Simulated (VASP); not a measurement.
# Tm3BF (P1) in VASP: single point with PBE

Aim: the single point of Tm3BF with PBE.

Program: VASP 6.6.1. These are calculated values, not measurements. Logs are shortened: lines on timing, memory, paths and dates and some standing lists are left out, and cuts for length are marked.

## Step 1: The cell of the first run

The typed cell holds 10 atoms: a = 4.985 Å, b = 4.983 Å, c = 9.905 Å, α = 90.00°, β = 90.00°, γ = 90.01°.

## Step 2: Single point, PBE

Input file INCAR:

```
SYSTEM = Tm3BF
PREC = Accurate
ENCUT = 600
EDIFF = 1E-6
ISMEAR = 0
SIGMA = 0.1
LREAL = .False.
LASPH = .True.
NELM = 200
ALGO = Normal
ISIF = 2
LWAVE = .False.
LCHARG = .False.
GGA = PE
NBANDS = 48
GGA_COMPAT = .False.
LMAXMIX = 6
```

Input file KPOINTS:

```
Automatic mesh
0
Gamma
  4 4 2
  0 0 0
```

Input file POSCAR:

```
Tm3BF
1.0
    0.0449939538      4.9845908668     -0.0032722833
   -4.9826351264      0.0438286603      0.0024130219
    0.0056564919      0.0058406616      9.9046970449
Tm B F
6 2 2
Direct
    0.9514241882      0.4493038797      0.2617592366
    0.9515638589      0.4490288877      0.7377326270
    0.4489530896      0.9512633046      0.2377656302
    0.4492818708      0.9511391367      0.7617617487
    0.4520025410      0.4566437863      0.9998850556
    0.4581082347      0.4517947870      0.4998885941
    0.4494260765      0.4491111916      0.2499005435
    0.4491362446      0.4496805541      0.7498767082
    0.9386777383      0.4514115819      0.5006153489
    0.4514261574      0.9406228907      0.0008145076
```

Potentials or basis: VASP PAW PBE potentials, release 64 (Tm_3, B, F), 4f in core.

Started as:

```sh
$ cat potpaw_PBE.64/Tm_3/POTCAR potpaw_PBE.64/B/POTCAR potpaw_PBE.64/F/POTCAR > POTCAR
$ mpirun -np 1 vasp_std > vasp.out
```

OUTCAR:

```text
SYSTEM = Tm3BF
   PREC = Accurate
   ENCUT = 600
   EDIFF = 1E-6
   ISMEAR = 0
   LREAL = .False.
   LASPH = .True.
   NELM = 200
   ISIF = 2
   GGA = PE

 ion  position               nearest neighbor table
   1  0.951  0.449  0.262-   9 2.37   7 2.49   7 2.51   6 3.41   6 3.46   3 3.52   3 3.53   3 3.53
                             3 3.55   5 3.60   5 3.60
   2  0.952  0.449  0.738-   9 2.35   8 2.48   8 2.51   6 3.41   6 3.45   4 3.52   4 3.53   4 3.53
                             4 3.55   5 3.60   5 3.60
   3  0.449  0.951  0.238-  10 2.35   7 2.48   7 2.51   5 3.41   5 3.45   1 3.52   1 3.53   1 3.53
                             1 3.55   6 3.60   6 3.60
   4  0.449  0.951  0.762-  10 2.37   8 2.49   8 2.50   5 3.41   5 3.45   2 3.52   2 3.53   2 3.53
                             2 3.55   6 3.59   6 3.60
   5  0.452  0.457  1.000-  10 2.41   8 2.48   7 2.48  10 2.57   3 3.41   4 3.41   3 3.45   4 3.45
                             1 3.60   2 3.60   1 3.60   2 3.60
   6  0.458  0.452  0.500-   9 2.40   7 2.48   8 2.48   9 2.59   2 3.41   1 3.41   2 3.45   1 3.46
                             4 3.59   3 3.60   4 3.60   3 3.60
   7  0.449  0.449  0.250-   6 2.48   5 2.48   3 2.48   1 2.49   3 2.51   1 2.51
   8  0.449  0.450  0.750-   6 2.48   5 2.48   2 2.48   4 2.49   4 2.50   2 2.51
   9  0.939  0.451  0.501-   2 2.35   1 2.37   6 2.40   6 2.59
  10  0.451  0.941  0.001-   3 2.35   4 2.37   5 2.41   5 2.57

  LATTYP: Found a triclinic cell.
 ALAT       =     4.9828284716
 B/A-ratio  =     1.4146557596
 C/A-ratio  =     1.9877666748
 COS(alpha) =     0.0000141058
 COS(beta)  =     0.0000816153
 COS(gamma) =     0.7070488433

  Lattice vectors:

 A1 = (   4.9826351264,  -0.0438286603,  -0.0024130219)
 A2 = (   5.0276290802,   4.9407622065,  -0.0056853052)
 A3 = (   0.0056564919,   0.0058406616,   9.9046970449)

Analysis of symmetry for initial positions (statically):
=====================================================================
 Subroutine PRICEL returns:
 Original cell was already a primitive cell.

 Routine SETGRP: Setting up the symmetry group for a
 triclinic supercell.

 Subroutine GETGRP returns: Found  1 space group operations
 (whereof  1 operations were pure point group operations)
 out of a pool of  2 trial point group operations.

The static configuration has the point symmetry C_1 .

Analysis of symmetry for dynamics (positions and initial velocities):
=====================================================================
 Subroutine PRICEL returns:
 Original cell was already a primitive cell.
[... 128 lines left out ...]
   TEBEG  =    0.0;   TEEND  =   0.0 temperature during run
   PSTRESS=    0.0 pullay stress
   NELECT =      74.0000    total number of electrons
   NUPDOWN=      -1.0000    fix difference up-down
   EMIN   =  10.00;   EMAX   =-10.00  energy-range for DOS
   EFERMI =   0.00;   METHOD = LEGACY
   ISMEAR =     0;   SIGMA  =   0.10  broadening in eV -4-tet -1-fermi 0-gaus
   EFERMI_NEDOS =   21; number of points for ismear=-14 and -15
   IALGO  =     38    algorithm
   IMIX   =      4    mixing-type and parameters
     AMIX     =   0.40;   BMIX     =  1.00
     AMIX_MAG =   1.60;   BMIX_MAG =  1.00
  volume/ion in A,a.u.               =      24.60       166.02
  Fermi-wavevector in a.u.,A,eV,Ry     =   1.096892  2.072825 16.370151  1.203172
  Thomas-Fermi vector in A             =   2.233242
   LORBIT       =      0    0 simple, 1 ext, 2 COOP (PROOUT), +10 PAW based schemes
   GGA     = PE    functional components
   LHFCALC =     F    Hartree Fock is set to
   AEXX    =    0.0000 exact exchange contribution
   IVDW    =     0    specifies the selected vdW correction
   LEPSILON=     F    determine dielectric tensor
   LRPA    =     F    only Hartree local field effects (RPA)
 non-spin polarized calculation
 Gauss-broadening in eV      SIGMA  =   0.10
  energy-cutoff  :      600.00
  volume of cell :      246.02
 maximum number of plane-waves:      8244
   NGX = 19   NGY = 19   NGZ = 39

 number of electron      74.0000001 magnetization

 Free energy of the ion-electron system (eV)
  ---------------------------------------------------
  ext. energy  EPLUGINS =         0.00000000
  ---------------------------------------------------
  free energy    TOTEN  =       -52.31537678 eV

  energy without entropy =      -52.27535707  energy(sigma->0) =      -52.29536692

 E-fermi :   2.4006     XC(G=0):  -9.1877

 val. band max:        2.3830457172   @ k =   0.2500   0.0000   0.5000
 cond. band min:       2.4067652281   @ k =   0.5000   0.0000   0.0000
 fundamental gap:      0.0237195109
 Fermi energy:         2.4005519019

 k-point     1 :       0.0000    0.0000    0.0000
  band No.  band energies     occupation
      1     -24.2360      2.00000
      2     -24.2027      2.00000
      3     -23.5303      2.00000
      4     -23.5231      2.00000
      5     -23.4685      2.00000
      6     -23.3685      2.00000
[... 1009 lines left out ...]
     47       4.4495      0.00000
     48       4.4534      0.00000

------------------------ aborting loop because EDIFF is reached ----------------------------------------

  FORCE on cell =-STRESS in cart. coord.  units (eV):
  Direction    XX          YY          ZZ          XY          YZ          ZX
  --------------------------------------------------------------------------------------
  -------------------------------------------------------------------------------------
  Total        0.5236945      0.5171675      0.9432831     -0.0000650      0.0020166      0.0050215
  in kB        3.4105466      3.3680401      6.1431071     -0.0004233      0.0131331      0.0327023
  external PRESSURE =       4.3072313 kB  Pullay stress =       0.0000000 kB

 VOLUME and BASIS-vectors are now :
 -----------------------------------------------------------------------------
  energy-cutoff  :      600.00
  volume of cell :      246.02
      direct lattice vectors                 reciprocal lattice vectors
     0.044993954  4.984590867 -0.003272283     0.001764496  0.200602265 -0.000119300
    -4.982635126  0.043828660  0.002413022    -0.200681026  0.001811544  0.000113539
     0.005656492  0.005840662  9.904697045     0.000049474  0.000065833  0.100962133

 POSITION                                       TOTAL-FORCE (eV/Angst)
 -----------------------------------------------------------------------------------
     -2.19443      4.76368      2.59062         0.001043     -0.003955     -0.022347
     -2.19036      4.76715      7.30499        -0.004626     -0.014595      0.048857
     -4.71825      2.28093      2.35582         0.015955      0.003123      0.047005
     -4.71466      2.28562      7.54584        -0.001021     -0.001545     -0.019812
     -2.24930      2.27890      9.90318         0.035101      0.000542      0.005829
     -2.22769      2.30620      4.95084        -0.000420     -0.045437      0.003580
     -2.21612      2.26135      2.47480        -0.018564      0.002138      0.004231
     -2.21614      2.26285      7.42692         0.003874      0.015935      0.006507
     -2.20415      4.70163      4.95646         0.004624      0.046449     -0.033347
     -4.66646      2.29141      0.00886        -0.035966     -0.002655     -0.040503
 -----------------------------------------------------------------------------------
    total drift:                                0.000695     -0.000467     -0.000011

  FREE ENERGIE OF THE ION-ELECTRON SYSTEM (eV)
  ---------------------------------------------------
  free  energy   TOTEN  =       -52.3153767795 eV

  energy  without entropy=      -52.2753570680  energy(sigma->0) =      -52.29536692
```

OSZICAR:

```text
N       E                     dE             d eps       ncg     rms          rms(c)
DAV:   1     0.832495203967E+03    0.83250E+03   -0.32640E+04  1928   0.162E+03
DAV:   2     0.118092745563E+03   -0.71440E+03   -0.69659E+03  2120   0.602E+02
DAV:   3    -0.455185714922E+02   -0.16361E+03   -0.15664E+03  3304   0.171E+02
DAV:   4    -0.629501895110E+02   -0.17432E+02   -0.17045E+02  3136   0.569E+01
DAV:   5    -0.633064877046E+02   -0.35630E+00   -0.35284E+00  3144   0.103E+01    0.543E+01
DAV:   6    -0.522107841185E+02    0.11096E+02   -0.55214E+01  2568   0.207E+01    0.328E+01
DAV:   7    -0.523085687087E+02   -0.97785E-01   -0.24582E+00  2784   0.719E+00    0.133E+01
DAV:   8    -0.523208483756E+02   -0.12280E-01   -0.19549E-01  2656   0.217E+00    0.132E+00
DAV:   9    -0.523155740449E+02    0.52743E-02   -0.43317E-02  2760   0.839E-01    0.550E-01
DAV:  10    -0.523153186658E+02    0.25538E-03   -0.34836E-03  2672   0.288E-01    0.238E-01
DAV:  11    -0.523153604624E+02   -0.41797E-04   -0.68638E-04  2752   0.122E-01    0.375E-02
DAV:  12    -0.523153731975E+02   -0.12735E-04   -0.88576E-05  2864   0.489E-02    0.238E-02
DAV:  13    -0.523153759535E+02   -0.27560E-05   -0.31172E-05  2736   0.241E-02    0.111E-02
DAV:  14    -0.523153767948E+02   -0.84127E-06   -0.11013E-05  2272   0.143E-02    0.576E-03
DAV:  15    -0.523153767795E+02    0.15294E-07   -0.12244E-06  1424   0.774E-03
   1 F= -.52315377E+02 E0= -.52295367E+02  d E =-.400197E-01
```

Wall time 3.3 min (1 thread of Intel Xeon 6975P-C (Granite Rapids), shared host); peak memory 0.49 GiB.

Results:

```yaml
Free_energy: -52.3154 eV
Pressure: 0.4 GPa
Largest_force: 0.057 eV/Å
Band_gap_on_the_k_mesh: zero (bands 37 and 38 overlap by 0.64 eV)
```

Forces on the atoms (eV/Å):
```
Tm   0.001 -0.004 -0.022
Tm  -0.005 -0.015  0.049
Tm   0.016  0.003  0.047
Tm  -0.001 -0.002 -0.020
Tm   0.035  0.001  0.006
Tm   0.000 -0.045  0.004
B   -0.019  0.002  0.004
B    0.004  0.016  0.007
F    0.005  0.046 -0.033
F   -0.036 -0.003 -0.041
```

Levels at points of the mesh, in eV from the Fermi level:
```
           k point  band 33  band 34  band 35  band 36  band 37  band 38  band 39  band 40  band 41  band 42
(0.00, 0.00, 0.00)    -0.70    -0.60    -0.32    -0.31    -0.25    -0.22     0.18     0.26     0.27     0.28
(0.50, 0.00, 0.00)    -0.85    -0.66    -0.62    -0.40    -0.06    -0.04     0.01     0.38     0.47     1.36
(0.00, 0.50, 0.00)    -0.85    -0.66    -0.62    -0.40    -0.06    -0.04     0.01     0.38     0.47     1.35
(0.50, 0.50, 0.00)    -3.05    -1.23    -0.11    -0.03     0.42     0.42     0.79     1.03     1.25     1.25
(0.00, 0.00, 0.50)    -0.59    -0.59    -0.52    -0.52    -0.05    -0.05     0.09     0.10     0.52     0.52
(0.50, 0.00, 0.50)    -1.16    -1.03    -0.49    -0.49    -0.39     0.35     0.43     0.46     0.57     1.02
(0.00, 0.50, 0.50)    -1.16    -1.03    -0.49    -0.49    -0.39     0.35     0.44     0.46     0.57     1.02
(0.50, 0.50, 0.50)    -2.06    -2.06    -0.08    -0.08     0.39     0.39     0.94     0.94     1.53     1.53
```

Caveat: spin-orbit coupling is left out, which moves the levels of the heavy elements; the 4f electrons are frozen in the core, so they carry no moment and show no levels; the run has no spin polarisation, though such a crystal can be magnetic. Spin polarisation is off, so any magnetic state and its effect on volume and gap are missing.
